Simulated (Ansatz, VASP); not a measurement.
Two plane-wave programs on Bi4Te

INCAR

```
PREC = Accurate ; ENCUT = 520
EDIFF = 1E-6 ; ISMEAR = 0
SIGMA = 0.1 ; LREAL = False
LASPH = True ; NELM = 100
ALGO = Normal ; ISIF = 2
LWAVE = False ; LCHARG = True
GGA = PE ; LELF = True
LVHAR = True ; NBANDS = 41
```

KPOINTS

```
regular mesh
0
Gamma
  3 3 3
```

Contents of POSCAR:

```
Bi4Te
1.0
    3.3107322300      1.9114521400      4.3528080800
   -3.3107322300      1.9114521400      4.3528080800
    0.0000000000     -3.8229042900      4.3528080800
Bi Te
4 1
Direct
    0.5000000000      0.5000000000      0.5000000000
    0.5684095700      0.4315904300      0.0000000000
    0.0000000000      0.5684095700      0.4315904300
    0.4315904300      0.0000000000      0.5684095700
    0.0000000000      0.0000000000      0.0000000000
```

Input for Ansatz:

```yaml
crystal:
  lattice:
    - [3.31073223, 1.91145214, 4.35280808]
    - [-3.31073223, 1.91145214, 4.35280808]
    - [0.0, -3.82290429, 4.35280808]
  atoms:
    - { symbol: Bi, position: [0.5, 0.5, 0.5] }
    - { symbol: Bi, position: [0.56840957, 0.43159043, 0.0] }
    - { symbol: Bi, position: [0.0, 0.56840957, 0.43159043] }
    - { symbol: Bi, position: [0.43159043, 0.0, 0.56840957] }
    - { symbol: Te, position: [0.0, 0.0, 0.0] }
basis:
  ecutwfc: 420
kpoints:
  mp_grid: { grid: [3, 3, 3] }
hamiltonian:
  xc: pbe
scf:
  occupations: { method: gaussian, width: 0.1 }
  lower_state_search: "off"
output:
  forces: true
  stress: true
  eigenvalues: true
```

Alike in both runs: task single point; functional PBE; k mesh 3 × 3 × 3; occupations gaussian, width 0.1 eV; no spin polarisation.

|  | VASP | Ansatz |
| --- | --- | --- |
| version | VASP 6.6.1 | Ansatz 0.2.0 |
| potentials or method | VASP PAW PBE potentials, release 64 (Bi_d, Te), cutoff 520 eV | scalar-relativistic, plane waves, PAW |
| valence electrons in the cell | 66 | 76 |

|  | VASP | Ansatz | Ansatz less VASP |
| --- | --- | --- | --- |
| gap on the k mesh at the Fermi level (eV) | none | none | - |
| pressure (GPa) | 13.7 | 13.8 | +0.07 |
| traceless stress, the component that is largest in VASP (GPa) | 2.05 | 2.05 | 0.000 |
| rms of the force components (eV/Å) | 0.266 | 0.266 | -0.0003 |

Atom by atom the forces differ by 0.000 eV/Å (rms over components). A gap of «none» marks a metal or a gap that the smearing closes. VASP's potentials hold 66 valence electrons a cell and Ansatz's 76, so a difference there can come from the potentials and not from the codes.

The k mesh is coarse, so the values compare programs but aren't converged. Spin-orbit coupling is off throughout.
